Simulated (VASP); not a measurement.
The system is Ta2Se.

```xyz
6
Lattice="3.3641 0.0000 0.0000 0.0000 3.3641 0.0000 0.0000 0.0000 9.6197" Properties=species:S:1:pos:R:3 pbc="T T T"
Ta    1.6821    0.0000    7.2224
Ta    0.0000    1.6821    2.3972
Ta    1.6821    0.0000    0.7555
Ta    0.0000    1.6821    8.8642
Se    1.6821    0.0000    3.5899
Se    0.0000    1.6821    6.0298
```

* Program: VASP 6.6.1
* Task: relaxation of cell and atoms
* Functional: LDA
* Potentials or basis: VASP PAW LDA potentials, release 64 (Ta_pv, Se)
* Cutoff: 600 eV
* k mesh: 10 × 10 × 4
* Occupations: gaussian, width 0.1 eV
* Spin: no spin polarisation

At the start: pressure -4.0 GPa; volume 18.15 Å³/atom.

Task: How do energy, volume and symmetry change on relaxing?

Result: Over 36 steps the energy falls by 6.6 meV/atom and the volume is 18.02 Å³/atom (-0.7 %); space group P4/nmm (No. 129, to 0.05 Å).

Step by step:
| step | energy change (eV) | largest force (eV/Å) | pressure (GPa) | volume (Å³) |
| --- | --- | --- | --- | --- |
| 1 | 0.0000 | 0.3423 | -3.98 | 108.87 |
| 2 | 0.1132 | 0.4837 | 9.93 | 101.92 |
| 3 | -0.0313 | 0.1029 | 0.03 | 106.61 |
| 4 | -0.0313 | 0.1021 | 0.09 | 106.56 |
| 5 | -0.0313 | 0.1024 | 0.17 | 106.52 |
| 6 | -0.0328 | 0.0741 | 0.19 | 106.59 |
| 7 | -0.0332 | 0.0662 | 0.18 | 106.66 |
| 8 | -0.0345 | 0.0674 | -0.15 | 106.98 |
| 9 | -0.0351 | 0.0709 | -0.74 | 107.54 |
| 10 | -0.0355 | 0.0689 | -0.71 | 107.56 |
| 11 | -0.0363 | 0.0623 | -0.60 | 107.62 |
| 12 | -0.0375 | 0.0986 | -0.39 | 107.75 |
| 13 | -0.0377 | 0.1966 | 0.05 | 108.00 |
| 14 | -0.0379 | 0.1511 | -0.15 | 107.88 |
| 15 | -0.0386 | 0.1151 | -0.04 | 107.84 |
| 16 | -0.0394 | 0.0305 | 0.29 | 107.72 |
| 17 | -0.0396 | 0.0270 | 0.06 | 107.86 |
| 18 | -0.0396 | 0.0266 | 0.01 | 107.90 |
| 19 | -0.0396 | 0.0267 | -0.01 | 107.91 |
| 20 | -0.0396 | 0.0269 | -0.03 | 107.90 |
| 21 | -0.0396 | 0.0188 | 0.00 | 107.91 |
| 22 | -0.0397 | 0.0144 | -0.02 | 107.93 |
| 23 | -0.0397 | 0.0133 | -0.03 | 107.93 |
| 24 | -0.0397 | 0.0089 | 0.02 | 107.90 |
| 25 | -0.0397 | 0.0076 | 0.04 | 107.90 |
| 26 | -0.0397 | 0.0067 | 0.05 | 107.91 |
| 27 | -0.0397 | 0.0069 | 0.04 | 107.94 |
| 28 | -0.0397 | 0.0177 | 0.02 | 108.00 |
| 29 | -0.0398 | 0.0165 | 0.01 | 108.02 |
| 30 | -0.0398 | 0.0138 | -0.03 | 108.08 |
| 31 | -0.0397 | 0.0081 | -0.12 | 108.21 |
| 32 | -0.0398 | 0.0118 | -0.11 | 108.14 |
| 33 | -0.0398 | 0.0130 | -0.09 | 108.11 |
| 34 | -0.0398 | 0.0096 | -0.05 | 108.11 |
| 35 | -0.0398 | 0.0057 | 0.00 | 108.10 |
| 36 | -0.0398 | 0.0049 | 0.00 | 108.10 |

Final structure:
```yaml
crystal:
  lattice:
    - [3.34101, 0.00000, 0.00000]
    - [0.00000, 3.34101, 0.00000]
    - [0.00000, 0.00000, 9.68464]
  atoms:
    - { symbol: Ta, position: [0.50000, 0.00000, 0.75573] }
    - { symbol: Ta, position: [0.00000, 0.50000, 0.24427] }
    - { symbol: Ta, position: [0.50000, 0.00000, 0.07661] }
    - { symbol: Ta, position: [0.00000, 0.50000, 0.92339] }
    - { symbol: Se, position: [0.50000, 0.00000, 0.36687] }
    - { symbol: Se, position: [0.00000, 0.50000, 0.63313] }
```
